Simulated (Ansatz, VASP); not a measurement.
SnW3 in VASP and in Ansatz

```
CELL_PARAMETERS angstrom
4.08964 0.00000 0.00000
0.00000 4.08964 0.00000
0.00000 0.00000 4.08964
ATOMIC_POSITIONS crystal
Sn 0.00000 0.00000 0.00000
W 0.00000 0.50000 0.50000
W 0.50000 0.00000 0.50000
W 0.50000 0.50000 0.00000
```

Alike in both runs: functional PBE; k mesh 4 × 4 × 4; occupations gaussian, width 0.1 eV; no spin polarisation.

Ansatz relaxed the structure, and its values are those at the end. VASP's run is a single point on that final structure, the one shown.

```csv
,VASP,Ansatz
version,VASP 6.6.1,Ansatz 0.2.0
potentials or method,"VASP PAW PBE potentials, release 64 (Sn_d, W_sv), cutoff 500 eV","scalar-relativistic, plane waves, PAW"
valence electrons in the cell,56,56
```

VASP gave:

- gap on the k mesh at the Fermi level (eV): none
- pressure (GPa): 0.2

Problem. Estimate Ansatz's values.

Solution. gap on the k mesh at the Fermi level (eV): none; pressure (GPa): -0.1.

A gap of «none» marks a metal or a gap that the smearing closes.

The k mesh is coarse, so the values compare programs but aren't converged. Spin-orbit coupling is off throughout.
